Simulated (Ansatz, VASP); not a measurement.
Na: VASP beside Ansatz

```
CELL_PARAMETERS angstrom
-2.06836 2.06836 2.06836
2.06836 -2.06836 2.06836
2.06836 2.06836 -2.06836
ATOMIC_POSITIONS crystal
Na 0.00000 0.00000 0.00000
```

Change from the starting cell: volume scaled by 0.95, PAW files.

Alike in both runs: task electric field gradients; functional PBEsol; k mesh 12 × 12 × 12; occupations fermi-dirac, width 0.05 eV; no spin polarisation.

|  | VASP | Ansatz |
| --- | --- | --- |
| version | VASP 6.6.1 | Ansatz 0.2.0 |
| potentials or method | VASP PAW PBE potentials, release 64 (Na_pv) | PAW with Ansatz's default frozen-core files, scalar-relativistic |
| plane-wave cutoff (eV) | 400 | 420 |
| valence electrons in the cell | 7 | 9 |

|  | VASP | Ansatz | Ansatz less VASP |
| --- | --- | --- | --- |
| pressure (GPa) | 0.0 | 0.2 | +0.21 |

VASP's potentials were made for PBE, not for PBEsol. With one functional, cell and mesh, what is left measures potentials, basis and numerics. VASP's potentials hold 7 valence electrons a cell and Ansatz's 9, so a difference there can come from the potentials and not from the codes.
